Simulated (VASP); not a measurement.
# PbF2 (I4/mmm) in VASP: single point with HSE06

Aim: the single point of PbF2 with HSE06.

Everything below comes from runs of VASP 6.6.1. Logs are shortened: lines on timing, memory, paths and dates and some standing lists are left out, and cuts for length are marked.

**1. The cell of the first run**

Symmetry: I4/mmm, No. 139, tetragonal system. Conventional cell: a = 4.166 Å, b = 4.166 Å, c = 5.914 Å, α = 90.00°, β = 90.00°, γ = 90.00°. Within 3.4 Å of Pb (site symmetry 4/mmm) lie 8 F at 2.55 Å. F (site symmetry -4m2) has 4 Pb at 2.55 Å and 6 F at 2.95 to 2.96 Å within 3.4 Å.

**2. Single point, HSE06 (uniaxial y strain +0.4%)**

POSCAR

```
PbF2
1.0
    0.0000000000      2.9570023551      2.9458082836
    2.9458082836      0.0000000000      2.9458082836
    2.9458082836      2.9570023551      0.0000000000
Pb F
1 2
Direct
    0.0000000000      0.0000000000      0.0000000000
    0.2500000000      0.2500000000      0.2500000000
    0.7500000000      0.7500000000      0.7500000000
```

INCAR.step1

```
PREC = Accurate
ENCUT = 520
EDIFF = 1E-5
ISMEAR = 0
SIGMA = 0.01
LREAL = False
LASPH = True
NELM = 120
ALGO = Normal
ISIF = 2
LWAVE = True
LCHARG = False
NBANDS = 21
GGA = PE
GGA_COMPAT = False
KPAR = 4
```

INCAR.step2

```
PREC = Accurate
ENCUT = 520
EDIFF = 1E-6
ISMEAR = 0
SIGMA = 0.01
LREAL = False
LASPH = True
NELM = 120
ALGO = Normal
ISIF = 2
LWAVE = False
LCHARG = False
GGA = PE
LHFCALC = True
HFSCREEN = 0.2079
PRECFOCK = Normal
NBANDS = 21
ISTART = 1
GGA_COMPAT = False
KPAR = 4
```

KPOINTS

```
regular mesh
0
Gamma
  6 6 6
```

Potentials or basis: VASP PAW PBE potentials, release 64 (Pb_d, F).

Started as:

```sh
cat potpaw_PBE.64/Pb_d/POTCAR potpaw_PBE.64/F/POTCAR > POTCAR
cp INCAR.step1 INCAR
mpirun -np 4 vasp_std > vasp.out
cp INCAR.step2 INCAR
mpirun -np 4 vasp_std > vasp.out
```

OUTCAR:

```text
PREC = Accurate
   ENCUT = 520
   EDIFF = 1E-6
   ISMEAR = 0
   LREAL = False
   LASPH = True
   NELM = 120
   ISIF = 2
   GGA = PE
   LHFCALC = True
   HFSCREEN = 0.2079
   PRECFOCK = Normal
   ISTART = 1

 ion  position               nearest neighbor table
   1  0.000  0.000  0.000-   3 2.55   3 2.55   3 2.55   2 2.55   3 2.55   2 2.55   2 2.55   2 2.55

   2  0.250  0.250  0.250-   1 2.55   1 2.55   1 2.55   1 2.55
   3  0.750  0.750  0.750-   1 2.55   1 2.55   1 2.55   1 2.55

  LATTYP: Found a body centered tetragonal cell.
 ALAT       =     4.1660020268
 C/A-ratio  =     1.4195875739

  Lattice vectors:

 A1 = (   0.0000000000,  -2.9570023551,   2.9458082836)
 A2 = (   0.0000000000,  -2.9570023551,  -2.9458082836)
 A3 = (   2.9458082836,   2.9570023551,   0.0000000000)

Analysis of symmetry for initial positions (statically):
=====================================================================
 Subroutine PRICEL returns:
 Original cell was already a primitive cell.

 Routine SETGRP: Setting up the symmetry group for a
 body centered tetragonal supercell.

 Subroutine GETGRP returns: Found 16 space group operations
 (whereof 16 operations were pure point group operations)
 out of a pool of 16 trial point group operations.

The static configuration has the point symmetry D_4h.

Analysis of symmetry for dynamics (positions and initial velocities):
=====================================================================
 Subroutine PRICEL returns:
 Original cell was already a primitive cell.

 Routine SETGRP: Setting up the symmetry group for a
 body centered tetragonal supercell.

 Subroutine GETGRP returns: Found 16 space group operations
 (whereof 16 operations were pure point group operations)
 out of a pool of 16 trial point group operations.

The dynamic configuration has the point symmetry D_4h.

 Subroutine INISYM returns: Found 16 space group operations
 (whereof 16 operations are pure point group operations),
 and found     1 'primitive' translations

----------------------------------------------------------------------------------------

                                     Primitive cell

  volume of cell :      51.3205

  direct lattice vectors                    reciprocal lattice vectors
     0.000000000  2.957002355  2.945808284    -0.169732702  0.169090160  0.169732702
     2.945808284  0.000000000  2.945808284     0.169732702 -0.169090160  0.169732702
     2.945808284  2.957002355  0.000000000     0.169732702  0.169090160 -0.169732702

  length of vectors
     4.173924936  4.166002027  4.173924936     0.293615160  0.293615160  0.293615160

  position of ions in fractional coordinates (direct lattice)
     0.000000000  0.000000000  0.000000000
     0.250000000  0.250000000  0.250000000
     0.750000000  0.750000000  0.750000000

  ion indices of the primitive-cell ions
   primitive index   ion index
                 1           1
                 2           2
                 3           3

----------------------------------------------------------------------------------------

 KPOINTS: regular mesh

Automatic generation of k-mesh.
 Grid dimensions read from file:
 generate k-points for:    6    6    6

 Generating k-lattice:

  Cartesian coordinates                     Fractional coordinates (reciprocal lattice)
    -0.028288784  0.028181693  0.028288784     0.166666667  0.000000000 -0.000000000
     0.028288784 -0.028181693  0.028288784     0.000000000  0.166666667  0.000000000
     0.028288784  0.028181693 -0.028288784    -0.000000000  0.000000000  0.166666667

  Length of vectors
     0.048935860  0.048935860  0.048935860

  Shift w.r.t. Gamma in fractional coordinates (k-lattice)
     0.000000000  0.000000000  0.000000000

 Subroutine IBZKPT returns following result:
 ===========================================

 Found     30 irreducible k-points:

 Following reciprocal coordinates:
            Coordinates               Weight
  0.000000  0.000000  0.000000      1.000000
  0.166667  0.000000  0.000000      8.000000
  0.333333  0.000000  0.000000      8.000000
  0.500000  0.000000  0.000000      4.000000
  0.166667  0.166667  0.000000      4.000000
  0.333333  0.166667  0.000000     16.000000
[... 16 lines left out ...]
  0.333333 -0.333333  0.166667     16.000000
  0.500000 -0.333333  0.166667      4.000000
 [... further k-points ...]
   k-points           NKPTS =     30   k-points in BZ     NKDIM =    216   number of bands    NBANDS=     21
   number of dos      NEDOS =    301   number of ions     NIONS =      3
   total plane-waves  NPLWV =  32768
   dimension x,y,z NGX =    32 NGY =   32 NGZ =   32
   dimension x,y,z NGXF=    64 NGYF=   64 NGZF=   64
   ions per type =               1   2
   NGX,Y,Z   is equivalent  to a cutoff of  12.75, 12.77, 12.75 a.u.
   NGXF,Y,Z  is equivalent  to a cutoff of  25.49, 25.54, 25.49 a.u.
 SYSTEM =  unknown system
   PREC   = accura    normal or accurate (medium, high low for compatibility)
   ISTART =      1    job   : 0-new  1-cont  2-samecut
   ICHARG =      0    charge: 1-file 2-atom 10-const
   ISPIN  =      1    spin polarized calculation?
   LNONCOLLINEAR =      F non collinear calculations
   LSORBIT =      F    spin-orbit coupling
   LASPH  =      T    aspherical Exc in radial PAW
   ENCUT  =  520.0 eV  38.22 Ry    6.18 a.u.   7.76  7.75  7.76*2*pi/ulx,y,z
   NELM   =    120;   NELMIN=  2; NELMDL=  0     # of ELM steps
   EDIFF  = 0.1E-05   stopping-criterion for ELM
   LREAL  =      F    real-space projection
   EDIFFG = 0.1E-04   stopping-criterion for IOM
   NSW    =      0    number of steps for IOM
   IBRION =     -1    ionic relax: 0-MD 1-quasi-New 2-CG
   NFREE  =      0    steps in history (QN), initial steepest desc. (CG)
   ISIF   =      2    stress and relaxation
   ISYM   =      3    0-nonsym 1-usesym 2-fastsym
   POTIM  = 0.5000    time-step for ionic-motion
   TEBEG  =    0.0;   TEEND  =   0.0 temperature during run
   PSTRESS=    0.0 pullay stress
   NELECT =      28.0000    total number of electrons
   NUPDOWN=      -1.0000    fix difference up-down
   EMIN   =  10.00;   EMAX   =-10.00  energy-range for DOS
   EFERMI =   0.00;   METHOD = LEGACY
   ISMEAR =     0;   SIGMA  =   0.01  broadening in eV -4-tet -1-fermi 0-gaus
   EFERMI_NEDOS =   21; number of points for ismear=-14 and -15
   IALGO  =     38    algorithm
   IMIX   =      1    mixing-type and parameters
     AMIX     =   0.40;   BMIX     =  1.00
     AMIX_MAG =   1.60;   BMIX_MAG =  1.00
  volume/ion in A,a.u.               =      17.11       115.44
  Fermi-wavevector in a.u.,A,eV,Ry     =   1.337716  2.527917 24.347414  1.789484
  Thomas-Fermi vector in A             =   2.466243
   LORBIT       =      0    0 simple, 1 ext, 2 COOP (PROOUT), +10 PAW based schemes
   GGA     = PE    functional components
   LHFCALC =     T    Hartree Fock is set to
   PRECFOCK=normal    Normal, Fast or Accurate (Low or Medium for compatibility)
   ENCUT4O =  -1.0   cutoff for four orbital integrals eV
   NKREDX  =     1    reduce k-point grid by
   NKREDY  =     1    reduce k-point grid by
   NKREDZ  =     1    reduce k-point grid by
   AEXX    =    0.2500 exact exchange contribution
   HFSCREEN=    0.2079 screening length (either q_TF or 0.3 A-1)
   HFSCREENC=   0.2079 screening length for correlation (either q_TF or 0.3 A-1)
   ENCUTFOCK=  -1.0 apply spherical cutoff to Coloumb kernel
   IVDW    =     0    specifies the selected vdW correction
   LEPSILON=     F    determine dielectric tensor
   LRPA    =     F    only Hartree local field effects (RPA)
 non-spin polarized calculation
 Gauss-broadening in eV      SIGMA  =   0.01
  energy-cutoff  :      520.00
  volume of cell :       51.32
 maximum number of plane-waves:      1411
  NGX = 24; NGY = 24; NGZ = 24

 number of electron      27.9999997 magnetization

 Free energy of the ion-electron system (eV)
  ---------------------------------------------------
  ext. energy  EPLUGINS =         0.00000000
  ---------------------------------------------------
  free energy    TOTEN  =       -17.82607803 eV

  energy without entropy =      -17.82607803  energy(sigma->0) =      -17.82607803

 E-fermi :   1.2042     XC(G=0):  -7.7919

 val. band max:        1.1294236895   @ k =   0.5000  -0.1667   0.3333
 cond. band min:       6.8581596130   @ k =   0.5000   0.5000   0.0000
 fundamental gap:      5.7287359235
 Fermi energy:         1.2041842467

 k-point     1 :       0.0000    0.0000    0.0000
  band No.  band energies     occupation
      1     -22.2983      2.00000
      2     -21.6387      2.00000
      3     -14.5033      2.00000
      4     -14.5007      2.00000
      5     -14.5007      2.00000
      6     -14.4141      2.00000
[... 13 lines left out ...]
     20      17.9063      0.00000
     21      20.5438      0.00000

 k-point     2 :       0.1667    0.0000    0.0000
  band No.  band energies     occupation
      1     -22.2431      2.00000
      2     -21.6879      2.00000
      3     -14.4905      2.00000
      4     -14.4888      2.00000
      5     -14.4420      2.00000
      6     -14.4140      2.00000
[... 13 lines left out ...]
     20      17.2665      0.00000
     21      19.3789      0.00000

 k-point     3 :       0.3333    0.0000    0.0000
  band No.  band energies     occupation
      1     -22.1111      2.00000
      2     -21.8051      2.00000
      3     -14.4764      2.00000
      4     -14.4751      2.00000
      5     -14.4034      2.00000
      6     -14.4020      2.00000
[... 13 lines left out ...]
     20      16.6377      0.00000
     21      17.7503      0.00000

 k-point     4 :       0.5000    0.0000    0.0000
  band No.  band energies     occupation
      1     -21.9889      2.00000
      2     -21.9181      2.00000
      3     -14.4748      2.00000
      4     -14.4738      2.00000
      5     -14.3925      2.00000
      6     -14.3911      2.00000
[... 13 lines left out ...]
     20      16.4586      0.00000
     21      17.0798      0.00000

 k-point     5 :       0.1667    0.1667    0.0000
  band No.  band energies     occupation
      1     -22.2263      2.00000
      2     -21.7020      2.00000
      3     -14.4787      2.00000
      4     -14.4767      2.00000
      5     -14.4345      2.00000
      6     -14.4230      2.00000
[... 13 lines left out ...]
     20      18.1157      0.00000
     21      19.5828      0.00000

 k-point     6 :       0.3333    0.1667    0.0000
  band No.  band energies     occupation
      1     -22.1263      2.00000
      2     -21.7884      2.00000
      3     -14.4590      2.00000
      4     -14.4556      2.00000
      5     -14.4217      2.00000
      6     -14.3981      2.00000
[... 13 lines left out ...]
     20      17.9643      0.00000
     21      19.0275      0.00000

 k-point     7 :       0.5000    0.1667    0.0000
  band No.  band energies     occupation
      1     -22.0002      2.00000
      2     -21.9016      2.00000
      3     -14.4557      2.00000
      4     -14.4508      2.00000
      5     -14.3921      2.00000
      6     -14.3911      2.00000
[... 13 lines left out ...]
     20      18.1698      0.00000
     21      18.7263      0.00000
[... 291 lines left out ...]
      1     -21.9550      2.00000
      2     -21.9373      2.00000
      3     -14.4384      2.00000
      4     -14.4261      2.00000
      5     -14.3999      2.00000
      6     -14.3533      2.00000
[... 13 lines left out ...]
     20      19.4343      0.00000
     21      19.4707      0.00000

 k-point    21 :       0.3333    0.5000    0.1667
  band No.  band energies     occupation
      1     -22.0373      2.00000
      2     -21.8631      2.00000
      3     -14.4405      2.00000
      4     -14.4316      2.00000
      5     -14.4162      2.00000
      6     -14.3776      2.00000
[... 13 lines left out ...]
     20      18.8414      0.00000
     21      19.5878      0.00000

 k-point    22 :      -0.3333    0.5000    0.1667
  band No.  band energies     occupation
      1     -21.9734      2.00000
      2     -21.9136      2.00000
      3     -14.4433      2.00000
      4     -14.4022      2.00000
      5     -14.3989      2.00000
      6     -14.3659      2.00000
[... 13 lines left out ...]
     20      18.2229      0.00000
     21      19.4708      0.00000

 k-point    23 :       0.3333   -0.3333    0.1667
  band No.  band energies     occupation
      1     -21.9553      2.00000
      2     -21.9370      2.00000
      3     -14.4371      2.00000
      4     -14.4260      2.00000
      5     -14.4008      2.00000
      6     -14.3539      2.00000
[... 13 lines left out ...]
     20      19.4404      0.00000
     21      19.4714      0.00000

 k-point    24 :       0.5000   -0.3333    0.1667
  band No.  band energies     occupation
      1     -21.9720      2.00000
      2     -21.9150      2.00000
      3     -14.4427      2.00000
      4     -14.4018      2.00000
      5     -14.3994      2.00000
      6     -14.3668      2.00000
[... 13 lines left out ...]
     20      18.2367      0.00000
     21      19.4748      0.00000

 [... further k-points ...]

------------------------ aborting loop because EDIFF is reached ----------------------------------------

  FORCE on cell =-STRESS in cart. coord.  units (eV):
  Direction    XX          YY          ZZ          XY          YZ          ZX
  --------------------------------------------------------------------------------------
  -------------------------------------------------------------------------------------
  Total        0.6539786      0.5863018      0.6539786     -0.0000000     -0.0000000      0.0000000
  in kB       20.4166029     18.3037964     20.4166029     -0.0000000     -0.0000000      0.0000000
  external PRESSURE =      19.7123340 kB  Pullay stress =       0.0000000 kB

 VOLUME and BASIS-vectors are now :
 -----------------------------------------------------------------------------
  energy-cutoff  :      520.00
  volume of cell :       51.32
      direct lattice vectors                 reciprocal lattice vectors
     0.000000000  2.957002355  2.945808284    -0.169732702  0.169090160  0.169732702
     2.945808284  0.000000000  2.945808284     0.169732702 -0.169090160  0.169732702
     2.945808284  2.957002355  0.000000000     0.169732702  0.169090160 -0.169732702

 POSITION                                       TOTAL-FORCE (eV/Angst)
 -----------------------------------------------------------------------------------
      0.00000      0.00000      0.00000        -0.000000      0.000000     -0.000000
      1.47290      1.47850      1.47290         0.000000     -0.000000      0.000000
      4.41871      4.43550      4.41871        -0.000000     -0.000000     -0.000000
 -----------------------------------------------------------------------------------
    total drift:                                0.000000     -0.000001     -0.000000

  FREE ENERGIE OF THE ION-ELECTRON SYSTEM (eV)
  ---------------------------------------------------
  free  energy   TOTEN  =       -17.8260780281 eV

  energy  without entropy=      -17.8260780281  energy(sigma->0) =      -17.82607803
```

It took 38 min on 4 MPI ranks of Intel Xeon Platinum 8375C at 2.90GHz (Ice Lake), shared host; peak memory 0.31 GiB.

What came out:

```
Free energy            : -17.8261 eV
Pressure               : 2.0 GPa
Band gap on the k mesh : 5.73 eV (least direct gap 5.84 eV)
```

Caveat: the cell differs from its parent crystal (uniaxial y strain +0.4%); the PAW data sets were made with another functional, which shifts forces and pressure a little; spin-orbit coupling is left out, which moves the levels of the heavy elements.
